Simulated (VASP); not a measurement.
**Si: single point with LDA**

The system is Si.

```xyz
4
Lattice="3.6182 0.0000 0.0000 -1.8091 3.1334 0.0000 0.0000 0.0000 6.9429" Properties=species:S:1:pos:R:3 pbc="T T T"
Si    0.0000    2.0889    0.2720
Si    1.8091    1.0445    3.7435
Si    0.0000    2.0889    3.1994
Si    1.8091    1.0445    6.6708
```

This isn't the form of Si at room conditions, which is diamond.

This cell differs from its parent crystal: atoms shifted along a free coordinate, c/a of the conventional cell at fixed volume 1.9189.

- Program: VASP 6.6.1
- Task: single point
- Functional: LDA
- Potentials or basis: VASP PAW LDA potentials, release 64 (Si)
- Cutoff: 520 eV
- k mesh: 12 × 12 × 6
- Occupations: gaussian, width 0.03 eV
- Spin: no spin polarisation

```json
{
 "Pressure": "12.7 GPa",
 "Largest force": "2.369 eV/Å",
 "Band gap on the k mesh": "0.10 eV (least direct gap 0.18 eV)"
}
```

Forces in eV/Å, atoms in the order of the input:
```
Si   0.000  0.000  2.369
Si   0.000  0.000  2.369
Si   0.000  0.000 -2.369
Si   0.000  0.000 -2.369
```

Stress tensor (GPa, compression positive):
```
23.55  0.00  0.00
 0.00 23.55  0.00
 0.00  0.00 -9.00
```

Levels at points of the mesh, in eV from the valence-band top:
| k point | band 6 | band 7 | band 8 | band 9 | band 10 | band 11 |
| --- | --- | --- | --- | --- | --- | --- |
| (0.00, 0.00, 0.00) | -0.91 | -0.91 | -0.79 | 0.75 | 2.36 | 2.54 |
| (0.50, 0.00, 0.00) | -3.24 | -2.55 | -2.08 | 0.40 | 1.58 | 1.59 |
| (0.00, 0.00, 0.50) | -1.23 | -1.23 | -1.23 | 2.78 | 2.78 | 2.94 |
| (0.50, 0.00, 0.50) | -2.93 | -2.16 | -2.16 | 0.40 | 0.40 | 0.90 |

Run time: 62 s on 1 thread of Intel(R) Xeon(R) Platinum 8488C (Sapphire Rapids), on a shared host, peak memory 0.2 GiB.

Caveat: the cell stands under pressure; forces of over 1 eV/Å act on the atoms, so gaps and moduli don't describe the material at rest. A k mesh can miss the band edges.
